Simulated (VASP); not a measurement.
A run of VASP 6.6.1 is set up as follows.

File INCAR:

```
SYSTEM = LiP4Ir
ALGO = Normal
EDIFF = 1E-6
ENCUT = 520
GGA = PE
ISIF = 2
ISMEAR = 0
LASPH = .True.
LCHARG = .False.
LREAL = .False.
LWAVE = .False.
NBANDS = 44
NELM = 60
PREC = Accurate
SIGMA = 0.1
```

The input KPOINTS:

```
k-points
0
Gamma
  6 6 6
  0 0 0
```

File POSCAR:

```
LiP4Ir
1.0
   -2.5826693192      2.5826693192      7.0639633108
    2.5826693192     -2.5826693192      7.0639633108
    2.5826693192      2.5826693192     -7.0639633108
Li P Ir
2 8 2
Direct
    0.2500000000      0.7500000000      0.5000000000
    0.5000000000      0.5000000000      0.0000000000
    0.6389596959      0.6250000000      0.5139596959
    0.3750000000      0.3610403041      0.4860403041
    0.1110403041      0.1250000000      0.4860403041
    0.8750000000      0.8889596959      0.5139596959
    0.1110403041      0.6250000000      0.9860403041
    0.3750000000      0.8889596959      0.0139596959
    0.6389596959      0.1250000000      0.0139596959
    0.8750000000      0.3610403041      0.9860403041
    0.7500000000      0.2500000000      0.5000000000
    0.0000000000      0.0000000000      0.0000000000
```

Potentials or basis: VASP PAW PBE potentials, release 64 (Li_sv, P, Ir).

Run with:

```bash
$ cat potpaw_PBE.64/Li_sv/POTCAR potpaw_PBE.64/P/POTCAR potpaw_PBE.64/Ir/POTCAR > POTCAR
$ mpirun -np 1 vasp_std > vasp.out
```

**Question.** Predict the largest force.

**Answer.** 0.054 eV/Å.

**Question.** Predict the band gap on the k mesh.

**Answer.** Zero (bands 32 and 33 overlap by 0.71 eV).

Forces on the atoms (eV/Å):
```
Li   0.000  0.000  0.000
Li   0.000  0.000  0.000
P    0.000  0.054  0.000
P   -0.054  0.000  0.000
P    0.000 -0.054  0.000
P    0.054  0.000  0.000
P    0.000 -0.054  0.000
P    0.054  0.000  0.000
P    0.000  0.054  0.000
P   -0.054  0.000  0.000
Ir   0.000  0.000  0.000
Ir   0.000  0.000  0.000
```

Caveat: spin-orbit coupling is left out, which moves the levels of the heavy elements.
